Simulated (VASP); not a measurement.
# Ca (Fm-3m) in VASP: a series of runs

The runs below take Ca through single point, relaxation of cell and atoms, with r2SCAN.

Everything below comes from runs of VASP 6.6.1. Logs are shortened: lines on timing, memory, paths and dates and some standing lists are left out, and cuts for length are marked.

## Step 1: The cell of the first run

Symmetry: Fm-3m, No. 225, cubic system. Conventional cell: a = 5.568 Å, b = 5.568 Å, c = 5.568 Å, α = 90.00°, β = 90.00°, γ = 90.00°. Ca (site symmetry m-3m) has 12 Ca at 3.94 Å within 5.2 Å.

## Step 2: Single point, r2SCAN

Input file POSCAR:

```
Ca
1.0
    0.0000000000      2.7838309955      2.7838309955
    2.7838309955      0.0000000000      2.7838309955
    2.7838309955      2.7838309955      0.0000000000
Ca
1
Direct
    0.0000000000      0.0000000000      0.0000000000
```

Input file INCAR.step1:

```
SYSTEM = Ca
PREC = Accurate
ENCUT = 520
ISMEAR = -1
SIGMA = 0.1
LREAL = .FALSE.
LASPH = .TRUE.
NELM = 60
NBANDS = 11
GGA = PE
ALGO = Normal
EDIFF = 1E-4
LWAVE = .TRUE.
LCHARG = .FALSE.
```

Input file INCAR.step2:

```
SYSTEM = Ca
PREC = Accurate
ENCUT = 520
EDIFF = 1E-6
ISMEAR = -1
SIGMA = 0.1
LREAL = .FALSE.
LASPH = .TRUE.
NELM = 60
ALGO = Normal
ISIF = 2
LWAVE = .FALSE.
LCHARG = .FALSE.
METAGGA = R2SCAN
LMIXTAU = .TRUE.
NBANDS = 11
ISTART = 1
```

Input file KPOINTS:

```
regular mesh
0
G
  13 13 13
  0 0 0
```

Potentials or basis: VASP PAW PBE potentials, release 64 (Ca_sv).

Command:

```
> cat potpaw_PBE.64/Ca_sv/POTCAR > POTCAR
> cp INCAR.step1 INCAR
> mpirun -np 1 vasp_std > vasp.out
> cp INCAR.step2 INCAR
> mpirun -np 1 vasp_std > vasp.out
```

OUTCAR:

```text
SYSTEM = Ca
   PREC = Accurate
   ENCUT = 520
   EDIFF = 1E-6
   ISMEAR = -1
   LREAL = .FALSE.
   LASPH = .TRUE.
   NELM = 60
   ISIF = 2
   METAGGA = R2SCAN
   ISTART = 1

 ion  position               nearest neighbor table
   1  0.000  0.000  0.000-

  LATTYP: Found a face centered cubic cell.
 ALAT       =     5.5676619910

  Lattice vectors:

 A1 = (   0.0000000000,   2.7838309955,   2.7838309955)
 A2 = (   2.7838309955,   0.0000000000,   2.7838309955)
 A3 = (   2.7838309955,   2.7838309955,   0.0000000000)

Analysis of symmetry for initial positions (statically):
=====================================================================
 Subroutine PRICEL returns:
 Original cell was already a primitive cell.

 Routine SETGRP: Setting up the symmetry group for a
 face centered cubic supercell.

 Subroutine GETGRP returns: Found 48 space group operations
 (whereof 48 operations were pure point group operations)
 out of a pool of 48 trial point group operations.

The static configuration has the point symmetry O_h .

Analysis of symmetry for dynamics (positions and initial velocities):
=====================================================================
 Subroutine PRICEL returns:
 Original cell was already a primitive cell.

 Routine SETGRP: Setting up the symmetry group for a
 face centered cubic supercell.

 Subroutine GETGRP returns: Found 48 space group operations
 (whereof 48 operations were pure point group operations)
 out of a pool of 48 trial point group operations.

The dynamic configuration has the point symmetry O_h .

 Subroutine INISYM returns: Found 48 space group operations
 (whereof 48 operations are pure point group operations),
 and found     1 'primitive' translations

----------------------------------------------------------------------------------------

                                     Primitive cell

  volume of cell :      43.1478

  direct lattice vectors                    reciprocal lattice vectors
     0.000000000  2.783830995  2.783830995    -0.179608604  0.179608604  0.179608604
     2.783830995  0.000000000  2.783830995     0.179608604 -0.179608604  0.179608604
     2.783830995  2.783830995  0.000000000     0.179608604  0.179608604 -0.179608604

  length of vectors
     3.936931549  3.936931549  3.936931549     0.311091228  0.311091228  0.311091228

  position of ions in fractional coordinates (direct lattice)
     0.000000000  0.000000000  0.000000000

  ion indices of the primitive-cell ions
   primitive index   ion index
                 1           1

----------------------------------------------------------------------------------------

 KPOINTS: regular mesh

Automatic generation of k-mesh.
 Grid dimensions read from file:
 generate k-points for:   13   13   13

 Generating k-lattice:

  Cartesian coordinates                     Fractional coordinates (reciprocal lattice)
    -0.013816046  0.013816046  0.013816046     0.076923077  0.000000000  0.000000000
     0.013816046 -0.013816046  0.013816046     0.000000000  0.076923077  0.000000000
     0.013816046  0.013816046 -0.013816046     0.000000000  0.000000000  0.076923077

  Length of vectors
     0.023930094  0.023930094  0.023930094

  Shift w.r.t. Gamma in fractional coordinates (k-lattice)
     0.000000000  0.000000000  0.000000000

 Subroutine IBZKPT returns following result:
 ===========================================

 Found     84 irreducible k-points:

 Following reciprocal coordinates:
            Coordinates               Weight
  0.000000  0.000000  0.000000      1.000000
  0.076923  0.000000  0.000000      8.000000
  0.153846  0.000000  0.000000      8.000000
  0.230769  0.000000  0.000000      8.000000
  0.307692  0.000000  0.000000      8.000000
  0.384615  0.000000  0.000000      8.000000
[... 16 lines left out ...]
  0.384615  0.153846  0.000000     24.000000
  0.461538  0.153846  0.000000     24.000000
 [... further k-points ...]
   k-points           NKPTS =     84   k-points in BZ     NKDIM =     84   number of bands    NBANDS=     11
   number of dos      NEDOS =    301   number of ions     NIONS =      1
   total plane-waves  NPLWV =  27000
   dimension x,y,z NGX =    30 NGY =   30 NGZ =   30
   dimension x,y,z NGXF=    60 NGYF=   60 NGZF=   60
   ions per type =               1
   NGX,Y,Z   is equivalent  to a cutoff of  12.67, 12.67, 12.67 a.u.
   NGXF,Y,Z  is equivalent  to a cutoff of  25.34, 25.34, 25.34 a.u.
 SYSTEM =  Ca
   PREC   = accura    normal or accurate (medium, high low for compatibility)
   ISTART =      1    job   : 0-new  1-cont  2-samecut
   ICHARG =      0    charge: 1-file 2-atom 10-const
   ISPIN  =      1    spin polarized calculation?
   LNONCOLLINEAR =      F non collinear calculations
   LSORBIT =      F    spin-orbit coupling
   LASPH  =      T    aspherical Exc in radial PAW
   ENCUT  =  520.0 eV  38.22 Ry    6.18 a.u.   7.32  7.32  7.32*2*pi/ulx,y,z
   NELM   =     60;   NELMIN=  2; NELMDL=  0     # of ELM steps
   EDIFF  = 0.1E-05   stopping-criterion for ELM
   LREAL  =      F    real-space projection
   EDIFFG = 0.1E-04   stopping-criterion for IOM
   NSW    =      0    number of steps for IOM
   IBRION =     -1    ionic relax: 0-MD 1-quasi-New 2-CG
   NFREE  =      0    steps in history (QN), initial steepest desc. (CG)
   ISIF   =      2    stress and relaxation
   ISYM   =      2    0-nonsym 1-usesym 2-fastsym
   POTIM  = 0.5000    time-step for ionic-motion
   TEBEG  =    0.0;   TEEND  =   0.0 temperature during run
   PSTRESS=    0.0 pullay stress
   NELECT =      10.0000    total number of electrons
   NUPDOWN=      -1.0000    fix difference up-down
   EMIN   =  10.00;   EMAX   =-10.00  energy-range for DOS
   EFERMI =   0.00;   METHOD = LEGACY
   ISMEAR =    -1;   SIGMA  =   0.10  broadening in eV -4-tet -1-fermi 0-gaus
   EFERMI_NEDOS =   21; number of points for ismear=-14 and -15
   IALGO  =     38    algorithm
   IMIX   =      4    mixing-type and parameters
     AMIX     =   0.40;   BMIX     =  1.00
     AMIX_MAG =   1.60;   BMIX_MAG =  1.00
  volume/ion in A,a.u.               =      43.15       291.18
  Fermi-wavevector in a.u.,A,eV,Ry     =   1.005592  1.900294 13.758429  1.011216
  Thomas-Fermi vector in A             =   2.138281
   LORBIT       =      0    0 simple, 1 ext, 2 COOP (PROOUT), +10 PAW based schemes
   METAGGA = R2SCAN    functional components
   LHFCALC =     F    Hartree Fock is set to
   AEXX    =    0.0000 exact exchange contribution
   IVDW    =     0    specifies the selected vdW correction
   LEPSILON=     F    determine dielectric tensor
   LRPA    =     F    only Hartree local field effects (RPA)
 non-spin polarized calculation
  energy-cutoff  :      520.00
  volume of cell :       43.15
 maximum number of plane-waves:      1211
 NGX is ok and might be reduce to    30
   NGX = 15   NGY = 15   NGZ = 15

 number of electron       9.9999998 magnetization

 Free energy of the ion-electron system (eV)
  ---------------------------------------------------
  ext. energy  EPLUGINS =         0.00000000
  ---------------------------------------------------
  free energy    TOTEN  =        -7.05093401 eV

  energy without entropy =       -7.01471331  energy(sigma->0) =       -7.03282366

 E-fermi :   1.9187     XC(G=0):  -8.1464

 val. band max:        1.8930485106   @ k =  -0.4615   0.1538   0.0769
 cond. band min:       1.9501503816   @ k =  -0.3846   0.3846   0.0000
 fundamental gap:      0.0571018711
 Fermi energy:         1.9186998144

 k-point     1 :       0.0000    0.0000    0.0000
  band No.  band energies     occupation
      1     -41.9136      2.00000
      2     -21.9449      2.00000
      3     -21.9449      2.00000
      4     -21.9448      2.00000
      5      -2.3380      2.00000
      6       4.5901      0.00000
      7       4.5901      0.00000
      8       4.5901      0.00000
      9       5.6937      0.00000
     10       5.6937      0.00000
     11      11.4191      0.00000

 k-point     2 :       0.0769    0.0000    0.0000
  band No.  band energies     occupation
      1     -41.9129      2.00000
      2     -21.9527      2.00000
      3     -21.9459      2.00000
      4     -21.9459      2.00000
      5      -2.2326      2.00000
      6       4.4667      0.00000
      7       4.6297      0.00000
      8       4.6297      0.00000
      9       5.6574      0.00000
     10       5.6574      0.00000
     11      11.5388      0.00000

 k-point     3 :       0.1538    0.0000    0.0000
  band No.  band energies     occupation
      1     -41.9108      2.00000
      2     -21.9744      2.00000
      3     -21.9489      2.00000
      4     -21.9488      2.00000
      5      -1.9223      2.00000
      6       4.1362      0.00000
      7       4.7132      0.00000
      8       4.7132      0.00000
      9       5.5992      0.00000
     10       5.5992      0.00000
     11      11.2362      0.00000

 k-point     4 :       0.2308    0.0000    0.0000
  band No.  band energies     occupation
      1     -41.9079      2.00000
      2     -22.0049      2.00000
      3     -21.9530      2.00000
      4     -21.9529      2.00000
      5      -1.4243      2.00000
      6       3.6727      0.00000
      7       4.7340      0.00000
      8       4.7340      0.00000
      9       5.6555      0.00000
     10       5.6555      0.00000
     11      10.0079      0.00000
[... 239 lines left out ...]
 k-point    22 :       0.3077    0.1538    0.0000
  band No.  band energies     occupation
      1     -41.9049      2.00000
      2     -22.0194      2.00000
      3     -21.9654      2.00000
      4     -21.9647      2.00000
      5      -0.8830      2.00000
      6       3.4011      0.00000
      7       4.4172      0.00000
      8       4.9214      0.00000
      9       5.4196      0.00000
     10       6.0629      0.00000
     11       9.7551      0.00000

 k-point    23 :       0.3846    0.1538    0.0000
  band No.  band energies     occupation
      1     -41.9022      2.00000
      2     -22.0446      2.00000
      3     -21.9712      2.00000
      4     -21.9689      2.00000
      5      -0.2042      2.00000
      6       2.9305      0.00008
      7       4.1771      0.00000
      8       4.8482      0.00000
      9       5.8082      0.00000
     10       6.2795      0.00000
     11       8.5992      0.00000

 k-point    24 :       0.4615    0.1538    0.0000
  band No.  band energies     occupation
      1     -41.9002      2.00000
      2     -22.0628      2.00000
      3     -21.9778      2.00000
      4     -21.9702      2.00000
      5       0.5628      2.00000
      6       2.3482      0.02690
      7       4.0431      0.00000
      8       4.7541      0.00000
      9       6.2121      0.00000
     10       6.4197      0.00000
     11       7.7602      0.00000

 [... further k-points ...]

------------------------ aborting loop because EDIFF is reached ----------------------------------------

  FORCE on cell =-STRESS in cart. coord.  units (eV):
  Direction    XX          YY          ZZ          XY          YZ          ZX
  --------------------------------------------------------------------------------------
  -------------------------------------------------------------------------------------
  Total        0.0124973      0.0124973      0.0124973      0.0000000      0.0000000      0.0000000
  in kB        0.4640528      0.4640528      0.4640528      0.0000000      0.0000000      0.0000000
  external PRESSURE =       0.4640528 kB  Pullay stress =       0.0000000 kB

 VOLUME and BASIS-vectors are now :
 -----------------------------------------------------------------------------
  energy-cutoff  :      520.00
  volume of cell :       43.15
      direct lattice vectors                 reciprocal lattice vectors
     0.000000000  2.783830995  2.783830995    -0.179608604  0.179608604  0.179608604
     2.783830995  0.000000000  2.783830995     0.179608604 -0.179608604  0.179608604
     2.783830995  2.783830995  0.000000000     0.179608604  0.179608604 -0.179608604

 POSITION                                       TOTAL-FORCE (eV/Angst)
 -----------------------------------------------------------------------------------
      0.00000      0.00000      0.00000        -0.000000     -0.000000     -0.000000
 -----------------------------------------------------------------------------------
    total drift:                               -0.000000     -0.000000     -0.000000

  FREE ENERGIE OF THE ION-ELECTRON SYSTEM (eV)
  ---------------------------------------------------
  free  energy   TOTEN  =        -7.0509340089 eV

  energy  without entropy=       -7.0147133115  energy(sigma->0) =       -7.03282366
```

It took 3.5 min on 1 thread of Oxide Virtual Turin-like, shared host; peak memory 0.16 GiB.

Results:

```yaml
Free_energy: -7.0509 eV
Pressure: 0.0 GPa
Band_gap_on_the_k_mesh: zero (bands 5 and 6 overlap by 0.41 eV)
```

Caveat: the PAW data sets were made with another functional, which shifts forces and pressure a little.

## Step 3: Relaxation of cell and atoms, r2SCAN

This run uses another cell than the first one, of 43.63 Å³/atom.

Input file POSCAR:

```
Ca
1.0
    0.0000000000      2.7942000000      2.7942000000
    2.7942000000      0.0000000000      2.7942000000
    2.7942000000      2.7942000000      0.0000000000
Ca
1
Direct
    0.0000000000      0.0000000000      0.0000000000
```

Input file INCAR.step1:

```
PREC = Accurate ; ENCUT = 600
ISMEAR = -1 ; SIGMA = 0.1
LREAL = F ; LASPH = T
NELM = 100 ; GGA = PE
ALGO = Normal ; EDIFF = 1E-4
LWAVE = T ; LCHARG = F
```

Input file INCAR.step2:

```
PREC = Accurate ; ENCUT = 600
EDIFF = 1E-6 ; ISMEAR = -1
SIGMA = 0.1 ; LREAL = F
LASPH = T ; NELM = 100
ALGO = Normal ; ISIF = 3
LWAVE = F ; LCHARG = F
METAGGA = R2SCAN ; LMIXTAU = T
IBRION = 2 ; NSW = 80
EDIFFG = -0.01 ; ISTART = 1
```

Input file KPOINTS:

```
Automatic mesh
0
Gamma
  13 13 13
```

Potentials or basis: VASP PAW PBE potentials, release 64 (Ca_sv).

Command:

```
> cat potpaw_PBE.64/Ca_sv/POTCAR > POTCAR
> cp INCAR.step1 INCAR
> mpirun -np 1 vasp_std > vasp.out
> cp INCAR.step2 INCAR
> mpirun -np 1 vasp_std > vasp.out
```

It took 4.7 min on 1 thread of Oxide Virtual Turin-like, shared host; peak memory 0.19 GiB.

It converged, with:

```
Free energy                           : -7.0525 eV
Relaxed volume                        : 43.43 Å³/atom
Relaxed cell                          : a = 3.945 Å, b = 3.945 Å, c = 3.945 Å, α = 60.00°, β = 60.00°, γ = 60.00°
Space group after relaxing (to 0.1 Å) : Fm-3m (No. 225)
Energy gained by relaxing             : 0.1 meV/atom
Ionic steps                           : 2
Pressure after relaxing               : 0.0 GPa
Band gap on the k mesh                : zero (bands 5 and 6 overlap by 0.42 eV)
```

Step by step:
```tsv
step	energy change (eV)	largest force (eV/Å)	pressure (GPa)	volume (Å³)
1	0.0000	0.0000	-0.12	43.63
2	-0.0001	0.0000	-0.04	43.43
```

Final structure:
```
CELL_PARAMETERS angstrom
0.00000 2.78981 2.78981
2.78981 0.00000 2.78981
2.78981 2.78981 0.00000
ATOMIC_POSITIONS crystal
Ca 0.00000 0.00000 0.00000
```

Levels at points of the mesh, in eV from the Fermi level:
| k point | band 2 | band 3 | band 4 | band 5 | band 6 | band 7 | band 8 | band 9 |
| --- | --- | --- | --- | --- | --- | --- | --- | --- |
| (0.00, 0.00, 0.00) | -23.88 | -23.88 | -23.88 | -4.25 | 2.66 | 2.66 | 2.66 | 3.76 |

Caveat: the PAW data sets were made with another functional, which shifts forces and pressure a little.

The gap in the log of VASP goes by the Fermi energy; the results here count the filled bands.